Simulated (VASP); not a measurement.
Ag2Pt:

```xyz
6
Lattice="0.0000 3.7979 3.7979 3.7979 0.0000 3.7979 3.7979 3.7979 0.0000" Properties=species:S:1:pos:R:3 pbc="T T T"
Ag    4.7474    4.7474    4.7474
Ag    4.7474    2.8484    2.8484
Ag    2.8484    2.8484    4.7474
Ag    2.8484    4.7474    2.8484
Pt    0.0000    0.0000    0.0000
Pt    1.8989    1.8989    1.8989
```

* Program: VASP 6.6.1
* Task: relaxation of cell and atoms
* Functional: PBE
* Potentials or basis: VASP PAW PBE potentials, release 64 (Ag, Pt)
* Cutoff: 600 eV
* k mesh: 4 × 4 × 4
* Occupations: gaussian, width 0.1 eV
* Spin: no spin polarisation

At the start: pressure -4.5 GPa; volume 18.26 Å³/atom.

Where does the relaxation end?

Over 3 steps the energy falls by 11.1 meV/atom and the volume is 17.51 Å³/atom (-4.1 %); space group Fd-3m (No. 227, to 0.1 Å) before and after.

Step by step:
| step | energy change (eV) | largest force (eV/Å) | pressure (GPa) | volume (Å³) |
| --- | --- | --- | --- | --- |
| 1 | 0.0000 | 0.0000 | -4.50 | 109.56 |
| 2 | -0.0212 | 0.0000 | 4.42 | 101.62 |
| 3 | -0.0667 | 0.0000 | 0.00 | 105.06 |

Final structure:
```
Ag Pt
1.0
     0.00000    3.74518    3.74518
     3.74518    0.00000    3.74518
     3.74518    3.74518    0.00000
Ag Pt
4 2
Direct
  0.62500 0.62500 0.62500
  0.12500 0.62500 0.62500
  0.62500 0.62500 0.12500
  0.62500 0.12500 0.62500
  0.00000 0.00000 0.00000
  0.25000 0.25000 0.25000
```
